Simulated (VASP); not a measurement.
Write the native input for VASP 6.6.1 that does the following.

```
Task                   : single point
Functional             : PBE
Potentials or basis    : VASP PAW PBE potentials, release 64 (Zn, S)
Cutoff                 : 520 eV
k mesh                 : 9 × 9 × 4
Occupations            : gaussian, width 0.05 eV
Spin                   : no spin polarisation
Dipole correction      : no
Further INCAR settings : ALGO = Normal; EDIFF = 1e-06; NBANDS = 46
```

The structure of ZnS lies in POSCAR:

```
ZnS
1.0
    3.6201639983      0.0000000000      0.0000000000
   -1.8100819991      3.1351539884      0.0000000000
    0.0000000000      0.0000000000     14.2134878901
Zn S
4 4
Direct
    0.0000000000      0.0000000000      0.0000492057
    0.0000000000      0.0000000000      0.5000492057
    0.3333333333      0.6666666667      0.2500242903
    0.6666666667      0.3333333333      0.7500242903
    0.0000000000      0.0000000000      0.1872905901
    0.0000000000      0.0000000000      0.6872905901
    0.3333333333      0.6666666667      0.4376359138
    0.6666666667      0.3333333333      0.9376359138
```

These files were run (other wordings do the same):

INCAR

```
PREC = Accurate
ENCUT = 520
EDIFF = 1E-6
ISMEAR = 0
SIGMA = 0.05
LREAL = False
LASPH = True
NELM = 100
ALGO = Normal
ISIF = 2
LWAVE = False
LCHARG = False
GGA = PE
NBANDS = 46
```

KPOINTS

```
regular mesh
0
Gamma
  9 9 4
```

Potentials or basis: VASP PAW PBE potentials, release 64 (Zn, S).

Launch:

```sh
$ cat potpaw_PBE.64/Zn/POTCAR potpaw_PBE.64/S/POTCAR > POTCAR
$ mpirun -np 1 vasp_std > vasp.out
```

Results of the run:

| Quantity | Value |
| --- | --- |
| Pressure | 3.5 GPa |
| Largest force | 0.434 eV/Å |
| Band gap on the k mesh | 1.25 eV |

Caveat: the cell stands under pressure; an odd mesh through Γ misses points on the zone boundary, where band edges can lie.

It took 3.6 min on 1 thread of Intel(R) Xeon(R) Platinum 8488C (Sapphire Rapids), on a shared host, peak memory 0.39 GiB.
